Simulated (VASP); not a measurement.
# BeAl15N16 (a cell with a defect) in VASP: a series of runs

The runs below take BeAl15N16 (a cell with a defect) through single point, with PBE.

Program: VASP 6.6.1. These are calculated values, not measurements. Logs are shortened: lines on timing, memory, paths and dates and some standing lists are left out, and cuts for length are marked.

### Step 1. The cell of the first run

The cell holds a defect, 32 atoms: a = 6.260 Å, b = 6.260 Å, c = 10.035 Å, α = 90.00°, β = 90.00°, γ = 120.00°.

### Step 2. Single point, PBE

Contents of INCAR:

```
SYSTEM = BeAl15N16
ALGO = Normal
EDIFF = 1E-7
ENCUT = 520
GGA = PE
ISIF = 2
ISMEAR = 0
LASPH = .True.
LCHARG = .False.
LREAL = Auto
LWAVE = .False.
NBANDS = 86
NELECT = 126.0
NELM = 60
PREC = Accurate
SIGMA = 0.01
```

Contents of KPOINTS:

```
Automatic mesh
0
Gamma
  1 1 1
  0.25 0.25 0.25
```

Contents of POSCAR:

```
BeAl15N16
1.0
    6.2595139128      0.0000000578      0.0000000000
   -3.1297570064      5.4208980350      0.0000000000
    0.0000000000      0.0000000000     10.0348065929
Al Be N
15 1 16
Direct
    0.3317205969      0.1674532423      0.2530806110
    0.3368450037      0.1635657403      0.7462191759
    0.1658208343      0.3342508959      0.9996845755
    0.3335815137      0.6647603777      0.2527004210
    0.1653740154      0.8331862013      0.4997649718
    0.3377443013      0.6700802365      0.7477476451
    0.1652757954      0.8319021226      1.0002916940
    0.8355739857      0.1673820984      0.2541354017
    0.6704954604      0.3378433089      0.4995509734
    0.8304125090      0.1636256031      0.7464181361
    0.6655888605      0.3344357485      1.0004741254
    0.8337524301      0.6680118491      0.2517382399
    0.6694840859      0.8359825309      0.5005271585
    0.8343558808      0.6664419700      0.7505484645
    0.6659061194      0.8331870169      1.0008191947
    0.1679636840      0.3328612356      0.4772536606
    0.3288709450      0.1769904939      0.4467079325
    0.1687073574      0.3327012544      0.1908905824
    0.3305876786      0.1683250223      0.9403098264
    0.1700021534      0.3316199450      0.6997181821
    0.3271654739      0.6584949827      0.4456978793
    0.1701579391      0.8337654821      0.1925245797
    0.3314968353      0.6682340989      0.9403479261
    0.1692432107      0.8311641061      0.6910874591
    0.8476494717      0.1780817976      0.4457511451
    0.6681750584      0.3317247775      0.1933654448
    0.8321591400      0.1695863976      0.9403471299
    0.6701625810      0.3329338992      0.6911583186
    0.8337972907      0.6709134671      0.4409901398
    0.6687495221      0.8337513670      0.1917854822
    0.8317402005      0.6682250147      0.9418474972
    0.6701305094      0.8316943364      0.6914389761
```

Potentials or basis: VASP PAW PBE potentials, release 64 (Al, Be, N).

Command:

```console
$ cat potpaw_PBE.64/Al/POTCAR potpaw_PBE.64/Be/POTCAR potpaw_PBE.64/N/POTCAR > POTCAR
$ mpirun -np 1 vasp_std > vasp.out
```

OUTCAR:

```text
SYSTEM = BeAl15N16
   EDIFF = 1E-7
   ENCUT = 520
   GGA = PE
   ISIF = 2
   ISMEAR = 0
   LASPH = .True.
   LREAL = Auto
   NELECT = 126.0
   NELM = 60
   PREC = Accurate

 ion  position               nearest neighbor table
   1  0.332  0.167  0.253-  18 1.89  22 1.91  26 1.92  17 1.94  16 2.87   5 3.07   9 3.08   8 3.11
                             4 3.11  11 3.11   3 3.12   7 3.12  12 3.12  12 3.14   4 3.15   8 3.15
   2  0.337  0.164  0.746-  20 1.87  24 1.88  28 1.89  19 1.95   5 3.05   9 3.07  10 3.09   6 3.09
                            11 3.11   7 3.12  14 3.13  14 3.13   3 3.15   6 3.17  10 3.17
   3  0.166  0.334  1.000-  19 1.89  27 1.90  23 1.91  18 1.92   4 3.11   6 3.12   7 3.12   1 3.12
                             8 3.12  10 3.12  15 3.13  11 3.13  11 3.13  15 3.13   7 3.14   2 3.15
   4  0.334  0.665  0.253-  22 1.90  18 1.90  30 1.92  21 1.94   5 3.08  13 3.08  15 3.10   1 3.11
                             3 3.11   8 3.12   7 3.12  12 3.12  12 3.14   8 3.14   1 3.15
   5  0.165  0.833  0.500-  29 1.89  21 1.90  24 1.92  17 1.94   2 3.05   1 3.07  12 3.07   4 3.08
                             6 3.08  14 3.09   9 3.10  13 3.11  13 3.15   9 3.16
   6  0.338  0.670  0.748-  24 1.88  32 1.89  20 1.90  23 1.93  13 3.06   5 3.08  10 3.09   2 3.09
                            15 3.10   3 3.12   7 3.12  14 3.12  14 3.14   2 3.17  10 3.17
   7  0.165  0.832  0.000-  23 1.89  31 1.90  19 1.92  22 1.93  14 3.08  12 3.10   6 3.12   3 3.12
                             4 3.12   2 3.12  11 3.12   1 3.12  15 3.13  15 3.13  11 3.14   3 3.14
   8  0.836  0.167  0.254-  26 1.90  30 1.91  18 1.91  25 1.92  16 2.87  13 3.06   9 3.06   1 3.11
                             4 3.12   3 3.12  12 3.12  15 3.12  11 3.13  12 3.14   4 3.14   1 3.15
   9  0.670  0.338  0.500-  29 1.90  25 1.91  28 1.92  17 1.93   8 3.06  12 3.06   2 3.07  10 3.07
                             1 3.08  14 3.08   5 3.10  13 3.12  13 3.14   5 3.16
  10  0.830  0.164  0.746-  28 1.87  32 1.88  20 1.90  27 1.95  13 3.04   9 3.07   6 3.09   2 3.09
                            15 3.12  14 3.12   3 3.12  11 3.13  14 3.14   2 3.17   6 3.17
  11  0.666  0.334  0.000-  27 1.90  31 1.90  19 1.91  26 1.94  14 3.09  12 3.10   2 3.11   1 3.11
                             7 3.12  15 3.12   3 3.13   3 3.13  10 3.13   8 3.13  15 3.14   7 3.14
  12  0.834  0.668  0.252-  30 1.89  29 1.90  26 1.91  22 1.92   9 3.06   5 3.07  13 3.08   7 3.10
                            15 3.10  11 3.10   8 3.12   4 3.12   1 3.12   1 3.14   4 3.14   8 3.14
  13  0.669  0.836  0.501-  29 1.88  32 1.92  25 1.93  21 1.94  10 3.04   8 3.06   6 3.06  12 3.08
                             4 3.08  14 3.10   5 3.11   9 3.12   9 3.14   5 3.15
  14  0.834  0.666  0.751-  32 1.88  28 1.90  24 1.91  31 1.92   7 3.08   9 3.08  11 3.09   5 3.09
                            13 3.10  15 3.10   6 3.12  10 3.12   2 3.13   2 3.13  10 3.14   6 3.14
  15  0.666  0.833  0.001-  31 1.89  23 1.91  30 1.92  27 1.92  12 3.10  14 3.10   6 3.10   4 3.10
                            10 3.12  11 3.12   8 3.12   3 3.13   7 3.13   7 3.13   3 3.13  11 3.14
  16  0.168  0.333  0.477-  17 1.74  25 1.77  21 1.79   1 2.87   8 2.87
  17  0.329  0.177  0.447-  16 1.74   9 1.93   5 1.94   1 1.94
  18  0.169  0.333  0.191-   1 1.89   4 1.90   8 1.91   3 1.92
  19  0.331  0.168  0.940-   3 1.89  11 1.91   7 1.92   2 1.95
  20  0.170  0.332  0.700-   2 1.87   6 1.90  10 1.90
  21  0.327  0.658  0.446-  16 1.79   5 1.90  13 1.94   4 1.94
  22  0.170  0.834  0.193-   4 1.90   1 1.91  12 1.92   7 1.93
  23  0.331  0.668  0.940-   7 1.89   3 1.91  15 1.91   6 1.93
  24  0.169  0.831  0.691-   6 1.88   2 1.88  14 1.91   5 1.92
  25  0.848  0.178  0.446-  16 1.77   9 1.91   8 1.92  13 1.93
  26  0.668  0.332  0.193-   8 1.90  12 1.91   1 1.92  11 1.94
  27  0.832  0.170  0.940-  11 1.90   3 1.90  15 1.92  10 1.95
  28  0.670  0.333  0.691-  10 1.87   2 1.89  14 1.90   9 1.92
  29  0.834  0.671  0.441-  13 1.88   5 1.89   9 1.90  12 1.90
  30  0.669  0.834  0.192-  12 1.89   8 1.91  15 1.92   4 1.92
  31  0.832  0.668  0.942-  15 1.89   7 1.90  11 1.90  14 1.92
  32  0.670  0.832  0.691-  14 1.88  10 1.88   6 1.89  13 1.92

  LATTYP: Found a hexagonal cell.
 ALAT       =     6.2595139128
 C/A-ratio  =     1.6031287306

  Lattice vectors:

 A1 = (   6.2595139128,   0.0000000578,   0.0000000000)
 A2 = (  -3.1297570064,   5.4208980350,   0.0000000000)
 A3 = (   0.0000000000,   0.0000000000,  10.0348065929)

Analysis of symmetry for initial positions (statically):
=====================================================================
 Subroutine PRICEL returns:
 Original cell was already a primitive cell.

 Routine SETGRP: Setting up the symmetry group for a
 hexagonal supercell.

 Subroutine GETGRP returns: Found  1 space group operations
 (whereof  1 operations were pure point group operations)
 out of a pool of 24 trial point group operations.

The static configuration has the point symmetry C_1 .

Analysis of symmetry for dynamics (positions and initial velocities):
=====================================================================
 Subroutine PRICEL returns:
 Original cell was already a primitive cell.
[... 111 lines left out ...]

  Length of vectors
     0.184471279  0.184471279  0.099653141

  Shift w.r.t. Gamma in fractional coordinates (k-lattice)
     0.250000000  0.250000000  0.250000000

 Subroutine IBZKPT returns following result:
 ===========================================

 Found      6 irreducible k-points:

 Following reciprocal coordinates:
            Coordinates               Weight
  0.250000  0.250000  0.250000      2.000000
 -0.250000  0.500000  0.250000      2.000000
  0.500000  0.250000  0.250000      2.000000
 -0.250000 -0.250000  0.250000      2.000000
  0.250000  0.500000  0.250000      2.000000
  0.500000 -0.250000  0.250000      2.000000
   k-points           NKPTS =      6   k-points in BZ     NKDIM =      6   number of bands    NBANDS=     86
   number of dos      NEDOS =    301   number of ions     NIONS =     32
   total plane-waves  NPLWV = 184320
   dimension x,y,z NGX =    48 NGY =   48 NGZ =   80
   dimension x,y,z NGXF=    96 NGYF=   96 NGZF=  160
   ions per type =              15   1  16
   NGX,Y,Z   is equivalent  to a cutoff of  12.75, 12.75, 13.25 a.u.
   NGXF,Y,Z  is equivalent  to a cutoff of  25.50, 25.50, 26.51 a.u.
 SYSTEM =  BeAl15N16
   PREC   = accura    normal or accurate (medium, high low for compatibility)
   ISTART =      0    job   : 0-new  1-cont  2-samecut
   ICHARG =      2    charge: 1-file 2-atom 10-const
   ISPIN  =      1    spin polarized calculation?
   LNONCOLLINEAR =      F non collinear calculations
   LSORBIT =      F    spin-orbit coupling
   LASPH  =      T    aspherical Exc in radial PAW
   ENCUT  =  520.0 eV  38.22 Ry    6.18 a.u.  11.64 11.64 18.66*2*pi/ulx,y,z
   NELM   =     60;   NELMIN=  2; NELMDL= -5     # of ELM steps
   EDIFF  = 0.1E-06   stopping-criterion for ELM
   LREAL  =      T    real-space projection
   EDIFFG = 0.1E-05   stopping-criterion for IOM
   NSW    =      0    number of steps for IOM
   IBRION =     -1    ionic relax: 0-MD 1-quasi-New 2-CG
   NFREE  =      0    steps in history (QN), initial steepest desc. (CG)
   ISIF   =      2    stress and relaxation
   ISYM   =      2    0-nonsym 1-usesym 2-fastsym
   POTIM  = 0.5000    time-step for ionic-motion
   TEBEG  =    0.0;   TEEND  =   0.0 temperature during run
   PSTRESS=    0.0 pullay stress
   NELECT =     126.0000    total number of electrons
   NUPDOWN=      -1.0000    fix difference up-down
   EMIN   =  10.00;   EMAX   =-10.00  energy-range for DOS
   EFERMI =   0.00;   METHOD = LEGACY
   ISMEAR =     0;   SIGMA  =   0.01  broadening in eV -4-tet -1-fermi 0-gaus
   EFERMI_NEDOS =   21; number of points for ismear=-14 and -15
   IALGO  =     38    algorithm
   IMIX   =      4    mixing-type and parameters
     AMIX     =   0.40;   BMIX     =  1.00
     AMIX_MAG =   1.60;   BMIX_MAG =  1.00
  volume/ion in A,a.u.               =      10.64        71.81
  Fermi-wavevector in a.u.,A,eV,Ry     =   1.175325  2.221043 18.794944  1.381389
  Thomas-Fermi vector in A             =   2.311708
   LORBIT       =      0    0 simple, 1 ext, 2 COOP (PROOUT), +10 PAW based schemes
   GGA     = PE    functional components
   LHFCALC =     F    Hartree Fock is set to
   AEXX    =    0.0000 exact exchange contribution
   IVDW    =     0    specifies the selected vdW correction
   LEPSILON=     F    determine dielectric tensor
   LRPA    =     F    only Hartree local field effects (RPA)
 non-spin polarized calculation
 Gauss-broadening in eV      SIGMA  =   0.01
  energy-cutoff  :      520.00
  volume of cell :      340.50
 maximum number of plane-waves:      9148
 NGX is ok and might be reduce to    48
   NGX = 23   NGY = 23   NGZ = 37

 number of electron     125.9999993 magnetization

 Free energy of the ion-electron system (eV)
  ---------------------------------------------------
  ext. energy  EPLUGINS =         0.00000000
  ---------------------------------------------------
  free energy    TOTEN  =      -243.24776861 eV

  energy without entropy =     -243.24776861  energy(sigma->0) =     -243.24776861

 E-fermi :   5.1684     XC(G=0): -10.7338

 val. band max:        5.1077327794   @ k =   0.2500   0.5000   0.2500
 cond. band min:       5.4093017795   @ k =   0.2500   0.5000   0.2500
 fundamental gap:      0.3015690001
 Fermi energy:         5.1684267471

 k-point     1 :       0.2500    0.2500    0.2500
  band No.  band energies     occupation
      1      -8.8303      2.00000
      2      -8.4025      2.00000
      3      -8.2169      2.00000
      4      -8.2089      2.00000
      5      -7.8703      2.00000
      6      -7.8403      2.00000
[... 457 lines left out ...]
     74      12.5743      0.00000
     75      12.7530      0.00000
 [bands above 75 left out]

------------------------ aborting loop because EDIFF is reached ----------------------------------------

  FORCE on cell =-STRESS in cart. coord.  units (eV):
  Direction    XX          YY          ZZ          XY          YZ          ZX
  --------------------------------------------------------------------------------------
  -------------------------------------------------------------------------------------
  Total      -14.1197776    -16.3185935    -13.5007580     -2.0001220      0.4394101      0.1815194
  in kB      -66.4381577    -76.7843039    -63.5254687     -9.4112263      2.0675680      0.8541079
  external PRESSURE =     -68.9159768 kB  Pullay stress =       0.0000000 kB

 VOLUME and BASIS-vectors are now :
 -----------------------------------------------------------------------------
  energy-cutoff  :      520.00
  volume of cell :      340.50
      direct lattice vectors                 reciprocal lattice vectors
     6.259513913  0.000000058  0.000000000     0.159756813  0.092235641  0.000000000
    -3.129757006  5.420898035  0.000000000    -0.000000002  0.184471279  0.000000000
     0.000000000  0.000000000 10.034806593     0.000000000  0.000000000  0.099653141

 POSITION                                       TOTAL-FORCE (eV/Angst)
 -----------------------------------------------------------------------------------
      1.55232      0.90775      2.53961         0.207280      0.027384      0.025693
      1.59656      0.88667      7.48817         0.189029     -0.065119      0.030010
     -0.00817      1.81194     10.03164        -0.116399      0.017875      0.013600
      0.00752      3.60360      2.53580         0.083059     -0.053471      0.072472
     -1.57251      4.51662      5.01504        -0.072200      0.134640      0.051417
      0.01693      3.63244      7.50350         0.033213     -0.050512     -0.116042
[... 24 lines left out ...]
      3.11491      3.62238      9.45126         0.140789     -0.111576     -0.006114
      1.59169      4.50853      6.93846        -0.237696      0.105640     -0.035629
 -----------------------------------------------------------------------------------
    total drift:                                0.000461     -0.009750      0.009393

  FREE ENERGIE OF THE ION-ELECTRON SYSTEM (eV)
  ---------------------------------------------------
  free  energy   TOTEN  =      -243.2477686104 eV

  energy  without entropy=     -243.2477686104  energy(sigma->0) =     -243.24776861
```

It took 4.4 min on 1 thread of Intel Xeon Platinum 8559C (Emerald Rapids), shared host; peak memory 0.47 GiB.

Results:

- Free energy: -243.2478 eV
- Largest force: 0.328 eV/Å

Forces on the atoms (eV/Å):
```
Al   0.207  0.027  0.026
Al   0.189 -0.065  0.030
Al  -0.116  0.018  0.014
Al   0.083 -0.053  0.072
Al  -0.072  0.135  0.051
Al   0.033 -0.051 -0.116
Al  -0.209  0.206  0.036
Al   0.174  0.045 -0.145
Al  -0.160  0.122  0.075
Al   0.136  0.044  0.092
Al  -0.052  0.072  0.049
Al   0.208 -0.113  0.005
Al  -0.136 -0.030 -0.054
Al   0.233 -0.071  0.012
Al  -0.048  0.183 -0.085
Be  -0.114  0.216  0.008
N    0.090 -0.207 -0.041
N   -0.229  0.068 -0.002
N    0.195 -0.114 -0.017
N   -0.223  0.104  0.010
N    0.308 -0.106 -0.031
N   -0.189  0.016 -0.015
N    0.250 -0.160  0.022
N   -0.230  0.087  0.040
N    0.131 -0.292  0.044
N   -0.227  0.077 -0.084
N    0.192 -0.192 -0.011
N   -0.216  0.082 -0.028
N    0.129 -0.119 -0.019
N   -0.238  0.077  0.105
N    0.141 -0.112 -0.006
N   -0.238  0.106 -0.036
```

Caveat: the k points lie up to 0.58 Å⁻¹ apart; the cell carries a net charge on a neutralising background, which shifts energy and pressure; the cell is charged against a uniform background, so pressure and absolute levels hang on convention.

### Step 3. Single point, PBE, collinear spin

Contents of INCAR:

```
SYSTEM = BeAl15N16
ALGO = Normal ; EDIFF = 1E-6
ENCUT = 520 ; GGA = PE
ISIF = 2 ; ISMEAR = 0
ISPIN = 2 ; LASPH = .TRUE.
LCHARG = .FALSE. ; LORBIT = 11
LREAL = Auto ; LWAVE = .FALSE.
MAGMOM = 0 0 0 0 0 0 0 0 0 0 0 0 0 0 0 0 0.05 0 0.05 0.45 0.06 0.02 0.04 0 0.04 0.02 0.06 0 0 0.01 0 0 ; NBANDS = 90
NELM = 150 ; NUPDOWN = 1.0
PREC = Accurate ; SIGMA = 0.01
```

KPOINTS is that of step 2.

Contents of POSCAR:

```
BeAl15N16
1.0
    6.2595139092      0.0000000618      0.0000000000
   -3.1297570081      5.4208980298      0.0000000000
    0.0000000000      0.0000000000     10.0348065900
Al Be N
15 1 16
Direct
    0.3329048674      0.1676224452      0.2530851946
    0.3362478553      0.1644884242      0.7478994830
    0.1670140539      0.3346915430      0.9998183588
    0.3333085499      0.6649111704      0.2530493511
    0.1653622906      0.8331140708      0.4994169064
    0.3366377059      0.6724790489      0.7483985704
    0.1665634129      0.8337009027      1.0009124180
    0.8355953473      0.1675850210      0.2535308714
    0.6680471535      0.3355273362      0.4992923484
    0.8285760823      0.1647397158      0.7476136820
    0.6667683190      0.3348393279      1.0009371113
    0.8339652021      0.6673488689      0.2514832207
    0.6667690105      0.8343137174      0.4995893048
    0.8336768857      0.6674075563      0.7503984221
    0.6672502663      0.8343585839      1.0009552209
    0.1671831838      0.3321564743      0.4713673118
    0.3272198419      0.1745285096      0.4437489091
    0.1685112457      0.3323048326      0.1895389362
    0.3320725747      0.1684804909      0.9397841919
    0.1684229216      0.3330762756      0.7031793245
    0.3250117040      0.6566924434      0.4436332907
    0.1695382123      0.8331032718      0.1912766828
    0.3329900889      0.6695893561      0.9398586080
    0.1674880969      0.8323825116      0.6900127378
    0.8439419345      0.1750944731      0.4435051744
    0.6681758933      0.3317128260      0.1914471242
    0.8323641370      0.1693316764      0.9396293704
    0.6683812422      0.3336914942      0.6900144781
    0.8320616987      0.6691062529      0.4401427515
    0.6682686098      0.8328881887      0.1908692942
    0.8325086757      0.6687561011      0.9408452555
    0.6685734277      0.8324862219      0.6906760059
```

Potentials or basis: VASP PAW PBE potentials, release 64 (Al, Be, N).

Command:

```console
$ cat potpaw_PBE.64/Al/POTCAR potpaw_PBE.64/Be/POTCAR potpaw_PBE.64/N/POTCAR > POTCAR
$ mpirun -np 1 vasp_std > vasp.out
```

Wall time 8.1 min (1 thread of Intel Xeon Platinum 8559C (Emerald Rapids), shared host); peak memory 0.71 GiB.

It converged, with:

| Item | Value |
| --- | --- |
| Free energy | -237.9565 eV |
| Pressure | -2.3 GPa |
| Largest force | 0.329 eV/Å |
| Net moment | 1.00 μB per cell |
| Site moments | Al +0.00, -0.00 (each value once); Be -0.00; N +0.05, +0.00, +0.04, +0.39, +0.01 (each value once) μB |
| Valence electrons inside the program's atomic spheres | Al 0.80, 0.81, 0.79 (each value once); Be 1.02; N 3.79, 3.84, 3.83, 3.73, 3.85, 3.80 (each value once) |

Forces in eV/Å, atoms in the order of the input:
```
Al   0.131 -0.036  0.028
Al   0.160 -0.086 -0.021
Al  -0.132  0.040  0.015
Al   0.076 -0.062  0.042
Al  -0.116  0.101  0.005
Al   0.078 -0.056 -0.053
Al  -0.158  0.095  0.026
Al   0.121 -0.031 -0.063
Al  -0.161  0.083  0.021
Al   0.113 -0.039  0.051
Al  -0.079  0.056  0.021
Al   0.143 -0.091  0.006
Al  -0.126  0.010  0.005
Al   0.155 -0.083 -0.002
Al  -0.088  0.105 -0.028
Be  -0.152  0.150  0.026
N    0.123 -0.131  0.013
N   -0.190  0.100 -0.014
N    0.193 -0.087 -0.029
N   -0.170  0.082  0.003
N    0.323 -0.056 -0.025
N   -0.175  0.062 -0.032
N    0.175 -0.131 -0.005
N   -0.178  0.100  0.060
N    0.182 -0.205  0.025
N   -0.182  0.105 -0.047
N    0.167 -0.132 -0.012
N   -0.164  0.099  0.023
N    0.153 -0.093  0.003
N   -0.194  0.110  0.041
N    0.160 -0.094 -0.008
N   -0.189  0.114 -0.078
```

Stress tensor (GPa, compression positive):
```
-3.19 -0.84  0.02
-0.84 -4.14  0.05
 0.02  0.05  0.57
```

Caveat: the k points lie up to 0.58 Å⁻¹ apart; the total moment is fixed, so each spin has its own Fermi level and the state may be an excited one.

(Part 1 of 2 ends here.)
